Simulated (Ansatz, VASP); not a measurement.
**Si24W11 in VASP and in Ansatz**

```xyz
35
Lattice="-3.2292 3.2292 7.8679 3.2292 -3.2292 7.8679 4.8438 4.8438 -11.8019" Properties=species:S:1:pos:R:3 pbc="T T T"
Si    0.0048   -0.0016    2.6152
Si   -0.0086   -0.0148    5.2421
Si    1.6359    1.6298   -1.2742
Si    1.6658    1.6594    1.2544
Si    3.2330    3.2263   -5.2397
Si    3.2340    3.2276   -2.6346
Si    1.6230   -1.6237    6.5595
Si    1.6251   -1.6220    9.1773
Si    3.2354   -0.0126    2.6271
Si    3.2366   -0.0100    5.2446
Si    4.8019    1.6556   -1.2577
Si    4.7999    1.6560    1.2595
Si   -1.6173    1.6163    6.5594
Si   -1.6156    1.6188    9.1772
Si   -0.0063    3.2288    2.6271
Si   -0.0038    3.2301    5.2445
Si    1.6613    4.7962   -1.2573
Si    1.6621    4.7937    1.2597
Si   -0.0482   -0.0543   10.5499
Si   -0.0159   -0.0226   13.0786
Si    1.6272    1.6211    6.5622
Si    1.6145    1.6080    9.1890
Si    3.2294    3.2234    2.6370
Si    3.2302    3.2241    5.2423
W    -0.0110   -0.0174   -0.0113
W     1.6306    1.6242   -3.9199
W     3.2314    3.2254   -7.8668
W     1.6179   -1.6253    3.9349
W     3.2304    0.0024    0.0012
W     4.8462    1.6105   -3.9333
W    -1.6188    1.6115    3.9350
W     0.0090    3.2242    0.0012
W     1.6168    4.8399   -3.9332
W     0.0144    0.0080    7.8764
W     1.6052    1.5988    3.9272
```

Alike in both runs: functional PBE; k mesh 3 × 3 × 2; occupations methfessel-paxton of order 1, width 0.1 eV; no spin polarisation.

Ansatz relaxed the structure, and its values are those at the end. VASP's run is a single point on that final structure, the one shown.

```csv
,VASP,Ansatz
version,VASP 6.6.1,Ansatz 0.2.0
potentials or method,"VASP PAW PBE potentials, release 64 (Si, W_sv), cutoff 520 eV",plane-wave PAW DFT
valence electrons in the cell,250,250
```

```csv
,VASP,Ansatz,Ansatz less VASP
rms of the force components (eV/Å),0.004,0.003,-0.0007
```

With one functional, cell and mesh, what is left measures potentials, basis and numerics.

The k mesh is coarse, so the values compare programs but aren't converged. Neither program's run includes spin-orbit coupling.
